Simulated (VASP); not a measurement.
# HfTaN2 (R-3m) in VASP: notebook

The runs below take HfTaN2 through single point, relaxation of volume and atoms at fixed shape, with LDA.

Everything below comes from runs of VASP 6.6.1. Logs are shortened: lines on timing, memory, paths and dates and some standing lists are left out, and cuts for length are marked.

## Step 1: The cell of the first run

It takes space group R-3m (No. 166, trigonal). The conventional cell has a = 3.124 Å, b = 3.124 Å, c = 15.166 Å, α = 90.00°, β = 90.00°, γ = 120.00°. Hf (site symmetry -3m) has 6 N at 2.21 Å within 2.9 Å. Ta (site symmetry -3m) has 6 N at 2.19 Å within 2.9 Å. N (site symmetry 3m) has 3 Ta at 2.19 Å and 3 Hf at 2.21 Å within 2.9 Å.

## Step 2: Single point, LDA

The input, INCAR:

```
SYSTEM = HfTaN2
  PREC = Accurate
  ENCUT = 520
  EDIFF = 1E-6
  ISMEAR = 0
  SIGMA = 0.05
  LREAL = .False.
  LASPH = .True.
  NELM = 100
  ALGO = Normal
  ISIF = 2
  LWAVE = .False.
  LCHARG = .False.
  NBANDS = 24
```

The input, KPOINTS:

```
regular mesh
0
Gamma
  9 9 9
  0 0 0
```

The input, POSCAR:

```
HfTaN2
1.0
    1.5618476750      0.9017331756      5.0551931205
   -1.5618476750      0.9017331756      5.0551931205
    0.0000000000     -1.8034663512      5.0551931205
Hf Ta N
1 1 2
Direct
    0.0000000000      0.0000000000      0.0000000000
    0.5000000000      0.5000000000      0.5000000000
    0.2487908143      0.2487908143      0.2487908143
    0.7512091857      0.7512091857      0.7512091857
```

Potentials or basis: VASP PAW LDA potentials, release 64 (Hf_pv, Ta_pv, N).

The run is started by

```sh
> cat potpaw_LDA.64/Hf_pv/POTCAR potpaw_LDA.64/Ta_pv/POTCAR potpaw_LDA.64/N/POTCAR > POTCAR
> mpirun -np 1 vasp_std > vasp.out
```

OUTCAR:

```text
SYSTEM = HfTaN2
   PREC = Accurate
   ENCUT = 520
   EDIFF = 1E-6
   ISMEAR = 0
   LREAL = .False.
   LASPH = .True.
   NELM = 100
   ISIF = 2

 ion  position               nearest neighbor table
   1  0.000  0.000  0.000-   4 2.21   4 2.21   3 2.21   3 2.21   4 2.21   3 2.21   2 3.11   2 3.11
                             2 3.11   2 3.11   2 3.11   2 3.11
   2  0.500  0.500  0.500-   3 2.19   3 2.19   4 2.19   4 2.19   3 2.19   4 2.19   1 3.11   1 3.11
                             1 3.11   1 3.11   1 3.11   1 3.11
   3  0.249  0.249  0.249-   2 2.19   2 2.19   2 2.19   1 2.21   1 2.21   1 2.21
   4  0.751  0.751  0.751-   2 2.19   2 2.19   2 2.19   1 2.21   1 2.21   1 2.21

  LATTYP: Found a trigonal (rhomboedric) cell.
 ALAT       =     5.3672589248
 COS(alpha) =     0.8306433506

  Lattice vectors:

 A1 = (   1.5618476750,   0.9017331756,   5.0551931205)
 A2 = (  -1.5618476750,   0.9017331756,   5.0551931205)
 A3 = (   0.0000000000,  -1.8034663512,   5.0551931205)

Analysis of symmetry for initial positions (statically):
=====================================================================
 Subroutine PRICEL returns:
 Original cell was already a primitive cell.

 Routine SETGRP: Setting up the symmetry group for a
 trigonal (rhombohedral) supercell.

 Subroutine GETGRP returns: Found 12 space group operations
 (whereof 12 operations were pure point group operations)
 out of a pool of 12 trial point group operations.

The static configuration has the point symmetry D_3d.

Analysis of symmetry for dynamics (positions and initial velocities):
=====================================================================
 Subroutine PRICEL returns:
 Original cell was already a primitive cell.

 Routine SETGRP: Setting up the symmetry group for a
 trigonal (rhombohedral) supercell.

 Subroutine GETGRP returns: Found 12 space group operations
 (whereof 12 operations were pure point group operations)
 out of a pool of 12 trial point group operations.

The dynamic configuration has the point symmetry D_3d.

 Subroutine INISYM returns: Found 12 space group operations
 (whereof 12 operations are pure point group operations),
 and found     1 'primitive' translations

----------------------------------------------------------------------------------------

                                     Primitive cell

  volume of cell :      42.7175

  direct lattice vectors                    reciprocal lattice vectors
     1.561847675  0.901733176  5.055193121     0.320133652  0.184829250  0.065938793
    -1.561847675  0.901733176  5.055193121    -0.320133652  0.184829250  0.065938793
     0.000000000 -1.803466351  5.055193121     0.000000000 -0.369658500  0.065938793

  length of vectors
     5.367258925  5.367258925  5.367258925     0.375493450  0.375493450  0.375493450

  position of ions in fractional coordinates (direct lattice)
     0.000000000  0.000000000  0.000000000
     0.500000000  0.500000000  0.500000000
     0.248790814  0.248790814  0.248790814
     0.751209186  0.751209186  0.751209186

  ion indices of the primitive-cell ions
   primitive index   ion index
                 1           1
                 2           2
                 3           3
                 4           4

----------------------------------------------------------------------------------------

 KPOINTS: regular mesh

Automatic generation of k-mesh.
 Grid dimensions read from file:
 generate k-points for:    9    9    9

 Generating k-lattice:

  Cartesian coordinates                     Fractional coordinates (reciprocal lattice)
     0.035570406  0.020536583  0.007326533     0.111111111  0.000000000  0.000000000
    -0.035570406  0.020536583  0.007326533     0.000000000  0.111111111  0.000000000
     0.000000000 -0.041073167  0.007326533     0.000000000  0.000000000  0.111111111

  Length of vectors
     0.041721494  0.041721494  0.041721494

  Shift w.r.t. Gamma in fractional coordinates (k-lattice)
     0.000000000  0.000000000  0.000000000

 Subroutine IBZKPT returns following result:
 ===========================================

 Found     85 irreducible k-points:

 Following reciprocal coordinates:
            Coordinates               Weight
  0.000000  0.000000  0.000000      1.000000
  0.111111  0.000000  0.000000      6.000000
  0.222222  0.000000  0.000000      6.000000
  0.333333  0.000000  0.000000      6.000000
  0.444444  0.000000  0.000000      6.000000
  0.111111  0.111111  0.000000      6.000000
[... 16 lines left out ...]
 -0.333333  0.333333  0.000000      6.000000
  0.444444  0.444444  0.000000      6.000000
 [... further k-points ...]
   k-points           NKPTS =     85   k-points in BZ     NKDIM =     85   number of bands    NBANDS=     24
   number of dos      NEDOS =    301   number of ions     NIONS =      4
   total plane-waves  NPLWV =  64000
   dimension x,y,z NGX =    40 NGY =   40 NGZ =   40
   dimension x,y,z NGXF=    80 NGYF=   80 NGZF=   80
   ions per type =               1   1   2
   NGX,Y,Z   is equivalent  to a cutoff of  12.39, 12.39, 12.39 a.u.
   NGXF,Y,Z  is equivalent  to a cutoff of  24.78, 24.78, 24.78 a.u.
 SYSTEM =  HfTaN2
   PREC   = accura    normal or accurate (medium, high low for compatibility)
   ISTART =      0    job   : 0-new  1-cont  2-samecut
   ICHARG =      2    charge: 1-file 2-atom 10-const
   ISPIN  =      1    spin polarized calculation?
   LNONCOLLINEAR =      F non collinear calculations
   LSORBIT =      F    spin-orbit coupling
   LASPH  =      T    aspherical Exc in radial PAW
   ENCUT  =  520.0 eV  38.22 Ry    6.18 a.u.   9.98  9.98  9.98*2*pi/ulx,y,z
   NELM   =    100;   NELMIN=  2; NELMDL= -5     # of ELM steps
   EDIFF  = 0.1E-05   stopping-criterion for ELM
   LREAL  =      F    real-space projection
[... 7 lines left out ...]
   TEBEG  =    0.0;   TEEND  =   0.0 temperature during run
   PSTRESS=    0.0 pullay stress
   NELECT =      31.0000    total number of electrons
   NUPDOWN=      -1.0000    fix difference up-down
   EMIN   =  10.00;   EMAX   =-10.00  energy-range for DOS
   EFERMI =   0.00;   METHOD = LEGACY
   ISMEAR =     0;   SIGMA  =   0.05  broadening in eV -4-tet -1-fermi 0-gaus
   EFERMI_NEDOS =   21; number of points for ismear=-14 and -15
   IALGO  =     38    algorithm
   IMIX   =      4    mixing-type and parameters
     AMIX     =   0.40;   BMIX     =  1.00
     AMIX_MAG =   1.60;   BMIX_MAG =  1.00
  volume/ion in A,a.u.               =      10.68        72.07
  Fermi-wavevector in a.u.,A,eV,Ry     =   1.471161  2.780091 29.447282  2.164314
  Thomas-Fermi vector in A             =   2.586330
   LORBIT       =      0    0 simple, 1 ext, 2 COOP (PROOUT), +10 PAW based schemes
   GGA     = CA    functional components
   LHFCALC =     F    Hartree Fock is set to
   AEXX    =    0.0000 exact exchange contribution
   IVDW    =     0    specifies the selected vdW correction
   LEPSILON=     F    determine dielectric tensor
   LRPA    =     F    only Hartree local field effects (RPA)
 non-spin polarized calculation
 Gauss-broadening in eV      SIGMA  =   0.05
  energy-cutoff  :      520.00
  volume of cell :       42.72
 maximum number of plane-waves:      1165
   NGX = 19   NGY = 19   NGZ = 19

 number of electron      30.9999999 magnetization

 Free energy of the ion-electron system (eV)
  ---------------------------------------------------
  ext. energy  EPLUGINS =         0.00000000
  ---------------------------------------------------
  free energy    TOTEN  =       -48.11272425 eV

  energy without entropy =      -48.11051368  energy(sigma->0) =      -48.11161897

 E-fermi :   9.1364     XC(G=0): -13.5077

 val. band max:        9.1217466940   @ k =   0.4444   0.4444   0.2222
 cond. band min:       9.1394151812   @ k =   0.3333   0.0000   0.0000
 fundamental gap:      0.0176684872
 Fermi energy:         9.1363783946

 k-point     1 :       0.0000    0.0000    0.0000
  band No.  band energies     occupation
      1     -26.6067      2.00000
      2     -26.2141      2.00000
      3     -26.2141      2.00000
      4     -22.4085      2.00000
      5     -21.8697      2.00000
      6     -21.8697      2.00000
[... 16 lines left out ...]
     23      12.2587      0.00000
     24      13.5478      0.00000

 k-point     2 :       0.1111    0.0000    0.0000
  band No.  band energies     occupation
      1     -26.5855      2.00000
      2     -26.2924      2.00000
      3     -26.2310      2.00000
      4     -22.3951      2.00000
      5     -21.9874      2.00000
      6     -21.8937      2.00000
[... 16 lines left out ...]
     23      12.4481      0.00000
     24      14.8767      0.00000

 k-point     3 :       0.2222    0.0000    0.0000
  band No.  band energies     occupation
      1     -26.5328      2.00000
      2     -26.4844      2.00000
      3     -26.2735      2.00000
      4     -22.3613      2.00000
      5     -22.2714      2.00000
      6     -21.9541      2.00000
[... 16 lines left out ...]
     23      14.6145      0.00000
     24      15.4040      0.00000

 k-point     4 :       0.3333    0.0000    0.0000
  band No.  band energies     occupation
      1     -26.6982      2.00000
      2     -26.4689      2.00000
      3     -26.3212      2.00000
      4     -22.5800      2.00000
      5     -22.3161      2.00000
      6     -22.0217      2.00000
[... 16 lines left out ...]
     23      14.3929      0.00000
     24      16.7641      0.00000

 k-point     5 :       0.4444    0.0000    0.0000
  band No.  band energies     occupation
      1     -26.8319      2.00000
      2     -26.4284      2.00000
      3     -26.3522      2.00000
      4     -22.7701      2.00000
      5     -22.2875      2.00000
      6     -22.0653      2.00000
[... 451 lines left out ...]
 k-point    22 :      -0.4444    0.3333   -0.0000
  band No.  band energies     occupation
      1     -26.7620      2.00000
      2     -26.5160      2.00000
      3     -26.4261      2.00000
      4     -22.6275      2.00000
      5     -22.3003      2.00000
      6     -22.2453      2.00000
[... 16 lines left out ...]
     23      15.4154      0.00000
     24      16.8587      0.00000

 k-point    23 :      -0.3333    0.3333    0.0000
  band No.  band energies     occupation
      1     -26.6643      2.00000
      2     -26.6575      2.00000
      3     -26.4139      2.00000
      4     -22.5087      2.00000
      5     -22.4939      2.00000
      6     -22.2420      2.00000
[... 16 lines left out ...]
     23      15.8974      0.00000
     24      16.8329      0.00000

 k-point    24 :       0.4444    0.4444    0.0000
  band No.  band energies     occupation
      1     -26.8453      2.00000
      2     -26.4466      2.00000
      3     -26.3545      2.00000
      4     -22.7358      2.00000
      5     -22.2530      2.00000
      6     -22.0595      2.00000
[... 16 lines left out ...]
     23      14.6472      0.00000
     24      16.8342      0.00000

 [... further k-points ...]

------------------------ aborting loop because EDIFF is reached ----------------------------------------

  FORCE on cell =-STRESS in cart. coord.  units (eV):
  Direction    XX          YY          ZZ          XY          YZ          ZX
  --------------------------------------------------------------------------------------
  -------------------------------------------------------------------------------------
  Total       -0.0329075     -0.0329075      0.1568227      0.0000000     -0.0000000      0.0000000
  in kB       -1.2342394     -1.2342394      5.8818488      0.0000000     -0.0000000      0.0000000
  external PRESSURE =       1.1377900 kB  Pullay stress =       0.0000000 kB

 VOLUME and BASIS-vectors are now :
 -----------------------------------------------------------------------------
  energy-cutoff  :      520.00
  volume of cell :       42.72
      direct lattice vectors                 reciprocal lattice vectors
     1.561847675  0.901733176  5.055193121     0.320133652  0.184829250  0.065938793
    -1.561847675  0.901733176  5.055193121    -0.320133652  0.184829250  0.065938793
     0.000000000 -1.803466351  5.055193121     0.000000000 -0.369658500  0.065938793

 POSITION                                       TOTAL-FORCE (eV/Angst)
 -----------------------------------------------------------------------------------
      0.00000      0.00000      0.00000         0.000000     -0.000000     -0.000000
      0.00000      0.00000      7.58279        -0.000000     -0.000000      0.000000
      0.00000      0.00000      3.77306         0.000000      0.000000      0.159804
      0.00000      0.00000     11.39252         0.000000     -0.000000     -0.159804
 -----------------------------------------------------------------------------------
    total drift:                               -0.000000      0.000000     -0.000000

  FREE ENERGIE OF THE ION-ELECTRON SYSTEM (eV)
  ---------------------------------------------------
  free  energy   TOTEN  =       -48.1127242513 eV

  energy  without entropy=      -48.1105136790  energy(sigma->0) =      -48.11161897
```

Wall time 70 s (1 thread of Intel Xeon 6975P-C (Granite Rapids), shared host); peak memory 0.26 GiB.

What came out:

```yaml
Free_energy: -48.1127 eV
Pressure: 0.1 GPa
Largest_force: 0.160 eV/Å
Band_gap_on_the_k_mesh: zero (an odd number of electrons rules out a gap without spin polarisation)
```

Forces in eV/Å, atoms in the order of the input:
```
Hf   0.000  0.000  0.000
Ta   0.000  0.000  0.000
N    0.000  0.000  0.160
N    0.000  0.000 -0.160
```

Levels at points of the mesh, in eV from the Fermi level:
```tsv
k point	band 12	band 13	band 14	band 15	band 16	band 17	band 18	band 19
(0.00, 0.00, 0.00)	-3.42	-3.42	-3.37	-1.44	-1.44	-1.24	1.00	1.00
```

Caveat: spin-orbit coupling is left out, which moves the levels of the heavy elements.

## Step 3: Relaxation of volume and atoms at fixed shape, LDA

This run uses another cell than the first one, of 11.19 Å³/atom.

The input, INCAR:

```
SYSTEM = HfTaN2
PREC = Accurate ; ENCUT = 600
EDIFF = 1E-6 ; ISMEAR = 0
SIGMA = 0.05 ; LREAL = .False.
LASPH = .True. ; NELM = 80
ALGO = Normal ; ISIF = 8
LWAVE = .False. ; LCHARG = .False.
IBRION = 2 ; NSW = 80
EDIFFG = -0.01
```

KPOINTS is that of step 2.

The input, POSCAR:

```
HfTaN2
1.0
    1.5863159900      0.9158599600      5.1343890900
   -1.5863159900      0.9158599600      5.1343890900
    0.0000000000     -1.8317199200      5.1343890900
Hf Ta N
1 1 2
Direct
    0.0000000000      0.0000000000      0.0000000000
    0.5000000000      0.5000000000      0.5000000000
    0.2502980000      0.2502980000      0.2502980000
    0.7497020000      0.7497020000      0.7497020000
```

Potentials or basis: VASP PAW LDA potentials, release 64 (Hf_pv, Ta_pv, N).

The run is started by

```sh
> cat potpaw_LDA.64/Hf_pv/POTCAR potpaw_LDA.64/Ta_pv/POTCAR potpaw_LDA.64/N/POTCAR > POTCAR
> mpirun -np 1 vasp_std > vasp.out
```

Wall time 7.8 min (1 thread of Intel Xeon 6975P-C (Granite Rapids), shared host); peak memory 0.35 GiB.

Results (log left out):

* Free energy: -48.1181 eV
* Relaxed volume: 10.68 Å³/atom
* Relaxed cell: a = 5.367 Å, b = 5.367 Å, c = 5.367 Å, α = 33.84°, β = 33.84°, γ = 33.84°
* Space group after relaxing (to 0.1 Å): R-3m (No. 166)
* Energy gained by relaxing: 24.1 meV/atom
* Ionic steps: 10
* Pressure after relaxing: 0.0 GPa
* Band gap on the k mesh: zero (an odd number of electrons rules out a gap without spin polarisation)

Stress tensor (GPa, compression positive):
```
-0.37  0.00  0.00
 0.00 -0.37  0.00
 0.00  0.00  0.67
```

Step by step:
```tsv
step	energy change (eV)	largest force (eV/Å)	pressure (GPa)	volume (Å³)
1	0.0000	0.1360	-14.30	44.76
2	0.4130	0.1227	43.25	38.60
3	-0.0949	0.1457	-0.54	42.79
4	-0.0950	0.1458	-0.05	42.73
5	-0.0950	0.1458	0.28	42.69
6	-0.0962	0.0547	0.29	42.68
7	-0.0964	0.0046	0.31	42.68
8	-0.0964	0.0016	0.30	42.68
9	-0.0963	0.0000	-0.59	42.80
10	-0.0964	0.0007	-0.03	42.72
```

Final structure:
```
CELL_PARAMETERS angstrom
1.56187 0.90175 5.05527
-1.56187 0.90175 5.05527
0.00000 -1.80349 5.05527
ATOMIC_POSITIONS crystal
Hf 0.00000 0.00000 0.00000
Ta 0.50000 0.50000 0.50000
N 0.24953 0.24953 0.24953
N 0.75047 0.75047 0.75047
```

Levels at points of the mesh, in eV from the Fermi level:
```tsv
k point	band 13	band 14	band 15	band 16	band 17	band 18
(0.00, 0.00, 0.00)	-3.41	-3.36	-1.43	-1.43	-1.24	0.99
```

Caveat: spin-orbit coupling is left out, which moves the levels of the heavy elements.
